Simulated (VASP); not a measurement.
Input of a VASP 6.6.1 run:

Contents of INCAR:

```
ALGO = Fast
EDIFF = 1E-6
ENCUT = 520
GGA = PE
ISIF = 2
ISMEAR = 0
LASPH = T
LCHARG = F
LREAL = F
LWAVE = F
NBANDS = 66
NELM = 80
PREC = Accurate
SIGMA = 0.15
```

KPOINTS

```
k-points
0
Gamma
  8 8 8
```

Contents of POSCAR:

```
W
1.0
    0.0000000000      4.0370062299     -4.0370062299
    4.0370062299      4.0370062299      0.0000000000
    4.0370062299      0.0000000000     -4.0370062299
W
8
Direct
    0.5000000000      0.0000000000      0.5000000000
    0.5000000000      0.5000000000      0.5000000000
    0.0000000000      0.0000000000      0.5000000000
    0.0000000000      0.5000000000      0.5000000000
    0.5000000000      0.0000000000      0.0000000000
    0.5000000000      0.5000000000      0.0000000000
    0.0000000000      0.0000000000      0.0000000000
    0.0000000000      0.5000000000      0.0000000000
```

Potentials or basis: VASP PAW PBE potentials, release 64 (W_sv).

Command:

```bash
$ cat potpaw_PBE.64/W_sv/POTCAR > POTCAR
$ mpirun -np 1 vasp_std > vasp.out
```

Predict the pressure.

0.6 GPa.

Estimate the band gap on the k mesh.

zero (bands 56 and 57 overlap by 0.85 eV).

Caveat: spin-orbit coupling is left out, which moves the levels of the heavy elements.
